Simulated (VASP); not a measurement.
# Sb (Fd-3m) in VASP: a series of runs, part 2 of 2

VASP 6.6.1.

### 4 Relaxation of cell and atoms, r2SCAN, target pressure 20 GPa, at which the enthalpy is minimised

POSCAR reads:

```
Sb
1.0
    0.0000000000      3.4000000000      3.4000000000
    3.4000000000      0.0000000000      3.4000000000
    3.4000000000      3.4000000000      0.0000000000
Sb
2
Direct
    0.0000000000      0.0000000000      0.0000000000
    0.2500000000      0.2500000000      0.2500000000
```

INCAR.step1 reads:

```
  PREC = Accurate
  ENCUT = 550
  ISMEAR = -1
  SIGMA = 0.1
  LREAL = F
  LASPH = T
  NELM = 120
  GGA = PE
  ALGO = Normal
  EDIFF = 1E-5
  LWAVE = T
  LCHARG = F
  GGA_COMPAT = F
  IBRION = 2
  ISIF = 3
  EDIFFG = -0.005
  NELMIN = 4
  NSW = 100
```

INCAR.step2 reads:

```
  PREC = Accurate
  ENCUT = 550
  EDIFF = 1E-7
  ISMEAR = -1
  SIGMA = 0.1
  LREAL = F
  LASPH = T
  NELM = 120
  ALGO = Normal
  ISIF = 3
  LWAVE = F
  LCHARG = F
  METAGGA = R2SCAN
  LMIXTAU = T
  IBRION = 2
  NSW = 80
  EDIFFG = -0.02
  PSTRESS = 200.0
  ISTART = 1
  GGA_COMPAT = F
  NELMIN = 4
```

KPOINTS reads:

```
Automatic mesh
0
Gamma
  6 6 6
```

Potentials or basis: VASP PAW PBE potentials, release 64 (Sb).

Started as:

```bash
cat potpaw_PBE.64/Sb/POTCAR > POTCAR
cp INCAR.step1 INCAR
mpirun -np 1 vasp_std > vasp.out
cp INCAR.step2 INCAR
mpirun -np 1 vasp_std > vasp.out
```

OUTCAR:

```text
PREC = Accurate
   ENCUT = 550
   EDIFF = 1E-7
   ISMEAR = -1
   LREAL = F
   LASPH = T
   NELM = 120
   ISIF = 3
   METAGGA = R2SCAN
   IBRION = 2
   NSW = 80
   EDIFFG = -0.02
   PSTRESS = 200.0
   ISTART = 1
   NELMIN = 4

 ion  position               nearest neighbor table
   1  0.000  0.000  0.000-   2 2.94   2 2.94   2 2.94   2 2.94
   2  0.250  0.250  0.250-   1 2.94   1 2.94   1 2.94   1 2.94

  LATTYP: Found a face centered cubic cell.
 ALAT       =     6.8000000000

  Lattice vectors:

 A1 = (   0.0000000000,   3.4000000000,   3.4000000000)
 A2 = (   3.4000000000,   0.0000000000,   3.4000000000)
 A3 = (   3.4000000000,   3.4000000000,   0.0000000000)

Analysis of symmetry for initial positions (statically):
=====================================================================
 Subroutine PRICEL returns:
 Original cell was already a primitive cell.

 Routine SETGRP: Setting up the symmetry group for a
 face centered cubic supercell.

 Subroutine GETGRP returns: Found 48 space group operations
 (whereof 24 operations were pure point group operations)
 out of a pool of 48 trial point group operations.

The static configuration has the point symmetry T_d .
 The point group associated with its full space group is O_h .

Analysis of symmetry for dynamics (positions and initial velocities):
=====================================================================
 Subroutine PRICEL returns:
 Original cell was already a primitive cell.

 Routine SETGRP: Setting up the symmetry group for a
 face centered cubic supercell.

 Subroutine GETGRP returns: Found 48 space group operations
 (whereof 24 operations were pure point group operations)
 out of a pool of 48 trial point group operations.

The dynamic configuration has the point symmetry T_d .
 The point group associated with its full space group is O_h .

 Subroutine INISYM returns: Found 48 space group operations
 (whereof 24 operations are pure point group operations),
 and found     1 'primitive' translations

----------------------------------------------------------------------------------------

                                     Primitive cell

  volume of cell :      78.6080

  direct lattice vectors                    reciprocal lattice vectors
     0.000000000  3.400000000  3.400000000    -0.147058824  0.147058824  0.147058824
     3.400000000  0.000000000  3.400000000     0.147058824 -0.147058824  0.147058824
     3.400000000  3.400000000  0.000000000     0.147058824  0.147058824 -0.147058824

  length of vectors
     4.808326112  4.808326112  4.808326112     0.254713354  0.254713354  0.254713354

  position of ions in fractional coordinates (direct lattice)
     0.000000000  0.000000000  0.000000000
     0.250000000  0.250000000  0.250000000

  ion indices of the primitive-cell ions
   primitive index   ion index
                 1           1
                 2           2

----------------------------------------------------------------------------------------

 KPOINTS: Automatic mesh

Automatic generation of k-mesh.
 Grid dimensions read from file:
 generate k-points for:    6    6    6

 Generating k-lattice:

  Cartesian coordinates                     Fractional coordinates (reciprocal lattice)
    -0.024509804  0.024509804  0.024509804     0.166666667  0.000000000  0.000000000
     0.024509804 -0.024509804  0.024509804     0.000000000  0.166666667  0.000000000
     0.024509804  0.024509804 -0.024509804     0.000000000  0.000000000  0.166666667

  Length of vectors
     0.042452226  0.042452226  0.042452226

  Shift w.r.t. Gamma in fractional coordinates (k-lattice)
     0.000000000  0.000000000  0.000000000

 Subroutine IBZKPT returns following result:
 ===========================================

 Found     16 irreducible k-points:

 Following reciprocal coordinates:
            Coordinates               Weight
  0.000000  0.000000  0.000000      1.000000
  0.166667  0.000000  0.000000      8.000000
  0.333333  0.000000  0.000000      8.000000
  0.500000  0.000000  0.000000      4.000000
  0.166667  0.166667  0.000000      6.000000
  0.333333  0.166667  0.000000     24.000000
[... 8 lines left out ...]
 -0.333333  0.333333  0.166667     24.000000
 -0.333333  0.500000  0.166667     12.000000
   k-points           NKPTS =     16   k-points in BZ     NKDIM =     16   number of bands    NBANDS=      9
   number of dos      NEDOS =    301   number of ions     NIONS =      2
   total plane-waves  NPLWV =  64000
   dimension x,y,z NGX =    40 NGY =   40 NGZ =   40
   dimension x,y,z NGXF=    80 NGYF=   80 NGZF=   80
   ions per type =               2
   NGX,Y,Z   is equivalent  to a cutoff of  13.83, 13.83, 13.83 a.u.
   NGXF,Y,Z  is equivalent  to a cutoff of  27.66, 27.66, 27.66 a.u.
 SYSTEM =  unknown system
   PREC   = accura    normal or accurate (medium, high low for compatibility)
   ISTART =      1    job   : 0-new  1-cont  2-samecut
   ICHARG =      0    charge: 1-file 2-atom 10-const
   ISPIN  =      1    spin polarized calculation?
   LNONCOLLINEAR =      F non collinear calculations
   LSORBIT =      F    spin-orbit coupling
   LASPH  =      T    aspherical Exc in radial PAW
   ENCUT  =  550.0 eV  40.42 Ry    6.36 a.u.   9.19  9.19  9.19*2*pi/ulx,y,z
   NELM   =    120;   NELMIN=  4; NELMDL=  0     # of ELM steps
   EDIFF  = 0.1E-06   stopping-criterion for ELM
   LREAL  =      F    real-space projection
   EDIFFG = -.2E-01   stopping-criterion for IOM
   NSW    =     80    number of steps for IOM
   IBRION =      2    ionic relax: 0-MD 1-quasi-New 2-CG
   NFREE  =      1    steps in history (QN), initial steepest desc. (CG)
   ISIF   =      3    stress and relaxation
   ISYM   =      2    0-nonsym 1-usesym 2-fastsym
   POTIM  = 0.5000    time-step for ionic-motion
   TEBEG  =    0.0;   TEEND  =   0.0 temperature during run
   PSTRESS=  200.0 pullay stress
   NELECT =      10.0000    total number of electrons
   NUPDOWN=      -1.0000    fix difference up-down
   EMIN   =  10.00;   EMAX   =-10.00  energy-range for DOS
   EFERMI =   0.00;   METHOD = LEGACY
   ISMEAR =    -1;   SIGMA  =   0.10  broadening in eV -4-tet -1-fermi 0-gaus
   EFERMI_NEDOS =   21; number of points for ismear=-14 and -15
   IALGO  =     38    algorithm
   IMIX   =      4    mixing-type and parameters
     AMIX     =   0.40;   BMIX     =  1.00
     AMIX_MAG =   1.60;   BMIX_MAG =  1.00
  volume/ion in A,a.u.               =      39.30       265.24
  Fermi-wavevector in a.u.,A,eV,Ry     =   0.823353  1.555911  9.223521  0.677910
  Thomas-Fermi vector in A             =   1.934848
   LORBIT       =      0    0 simple, 1 ext, 2 COOP (PROOUT), +10 PAW based schemes
   METAGGA = R2SCAN    functional components
   LHFCALC =     F    Hartree Fock is set to
   AEXX    =    0.0000 exact exchange contribution
   IVDW    =     0    specifies the selected vdW correction
   LEPSILON=     F    determine dielectric tensor
   LRPA    =     F    only Hartree local field effects (RPA)
 conjugate gradient relaxation of ions
 non-spin polarized calculation
  energy-cutoff  :      550.00
  volume of cell :       78.61
 maximum number of plane-waves:      2332
 NGX is ok and might be reduce to    40
   NGX = 19   NGY = 19   NGZ = 19

--------------------------------------- Ionic step        1  -------------------------------------------

 number of electron      10.0000001 magnetization

 Free energy of the ion-electron system (eV)
  ---------------------------------------------------
  ext. energy  EPLUGINS =         0.00000000
  ---------------------------------------------------
  free energy    TOTEN  =       -50.60415434 eV

  energy without entropy =      -50.56804663  energy(sigma->0) =      -50.58610049

 E-fermi :   4.7403     XC(G=0):  -8.6239

 val. band max:        4.6039870153   @ k =  -0.3333   0.3333   0.1667
 cond. band min:       4.9919394818   @ k =   0.3333   0.1667   0.0000
 fundamental gap:      0.3879524665
 Fermi energy:         4.7403198232

 k-point     1 :       0.0000    0.0000    0.0000
  band No.  band energies     occupation
      1      -7.9412      2.00000
      2      -0.4264      2.00000
      3       2.4964      2.00000
      4       2.4964      2.00000
      5       2.4964      2.00000
      6       5.0250      0.10969
      7       5.0250      0.10969
      8       5.0250      0.10969
      9       8.8672      0.00000
[... 526 lines left out ...]
  enthalpy is  TOTEN    =       -41.8721100851 eV   P V=        7.7434054042

--------------------------------------- Ionic step        5  -------------------------------------------

 number of electron      10.0000000 magnetization

 Free energy of the ion-electron system (eV)
  ---------------------------------------------------
  ext. energy  EPLUGINS =         0.00000000
  ---------------------------------------------------
  free energy    TOTEN  =       -49.54471179 eV

  energy without entropy =      -49.46601272  energy(sigma->0) =      -49.50536225

 E-fermi :   7.6781     XC(G=0):  -9.7082

 val. band max:        7.4968148999   @ k =   0.0000   0.0000   0.0000
 cond. band min:       7.7112442573   @ k =  -0.3333   0.3333   0.1667
 fundamental gap:      0.2144293574
 Fermi energy:         7.6781050556

 k-point     1 :       0.0000    0.0000    0.0000
  band No.  band energies     occupation
      1      -7.0802      2.00000
      2       3.8054      2.00000
      3       4.7723      2.00000
      4       4.7723      2.00000
      5       4.7723      2.00000
      6       7.4968      1.71942
      7       7.4968      1.71942
      8       7.4968      1.71942
      9      11.6484      0.00000
[... 207 lines left out ...]
  FREE ENERGIE OF THE ION-ELECTRON SYSTEM (eV)
  ---------------------------------------------------
  free  energy   TOTEN  =       -49.5447117866 eV

  energy  without entropy=      -49.4660127191  energy(sigma->0) =      -49.50536225

  enthalpy is  TOTEN    =       -41.8738268716 eV   P V=        7.6708849150

 reached required accuracy - stopping structural energy minimisation
```

It took 5.9 min on 1 thread of Intel Xeon Platinum 8488C (Sapphire Rapids), shared host; peak memory 0.26 GiB.

What came out:

```
Free energy                                                : -49.5447 eV
Relaxed volume                                             : 30.73 Å³/atom
Relaxed cell                                               : a = 4.429 Å, b = 4.429 Å, c = 4.429 Å, α = 60.00°, β = 60.00°, γ = 60.00°
Space group after relaxing (to 0.1 Å)                      : Fd-3m (No. 227)
Energy change on relaxing (the run minimises the enthalpy) : +529.7 meV/atom
Ionic steps                                                : 5
Pressure after relaxing                                    : 20.0 GPa
Band gap on the k mesh                                     : zero (bands 5 and 6 overlap by 1.46 eV)
```

The path:
| step | energy change (eV) | largest force (eV/Å) | pressure (GPa) | volume (Å³) |
| --- | --- | --- | --- | --- |
| 1 | 0.0000 | 0.0000 | 2.72 | 78.61 |
| 2 | 8.4506 | 0.0000 | 118.36 | 39.56 |
| 3 | 0.8639 | 0.0000 | 17.40 | 63.13 |
| 4 | 0.9886 | 0.0000 | 19.07 | 62.03 |
| 5 | 1.0594 | 0.0000 | 20.00 | 61.45 |

Final structure:
```
Sb
1.0
     0.00000    3.13207    3.13207
     3.13207    0.00000    3.13207
     3.13207    3.13207    0.00000
Sb
2
Direct
  0.00000 0.00000 0.00000
  0.25000 0.25000 0.25000
```

Levels at points of the mesh, in eV from the Fermi level:
```tsv
k point	band 2	band 3	band 4	band 5	band 6	band 7	band 8	band 9
(0.00, 0.00, 0.00)	-3.87	-2.91	-2.91	-2.91	-0.18	-0.18	-0.18	3.97
(0.50, 0.00, 0.00)	-9.88	-4.13	-4.13	-2.63	1.15	1.15	4.54	7.17
(0.50, 0.50, 0.00)	-11.42	-5.47	-5.47	-1.32	-1.32	5.73	5.73	7.87
```

Caveat: the cell is relaxed towards a set pressure, so the run minimises the enthalpy, not the energy; the volume moved by over 15 % at a fixed basis, so the end points are rough; the PAW data sets were made with another functional, which shifts forces and pressure a little; spin-orbit coupling is left out, which moves the levels of the heavy elements.

### 5 The runs side by side

| cell | gap on the mesh (eV) | pressure (GPa) |
| --- | --- | --- |
| relaxed to 5 GPa | none | 5.0 |
| relaxed to 10 GPa | none | 10.0 |
| relaxed to 20 GPa | none | 20.0 |

Alike in all rows: task relaxation of cell and atoms; level r2SCAN; potentials or basis VASP PAW PBE potentials, release 64 (Sb); no spin polarisation; k mesh 6 × 6 × 6; cutoff (eV) 550; smearing fermi-dirac 0.1 eV.

Caveats: the cell is relaxed towards a set pressure, so the run minimises the enthalpy, not the energy; the PAW data sets were made with another functional, which shifts forces and pressure a little; spin-orbit coupling is left out, which moves the levels of the heavy elements; the volume moved by over 15 % at a fixed basis, so the end points are rough (at least some runs).

Absolute energies hang on the potentials; compare differences alone.
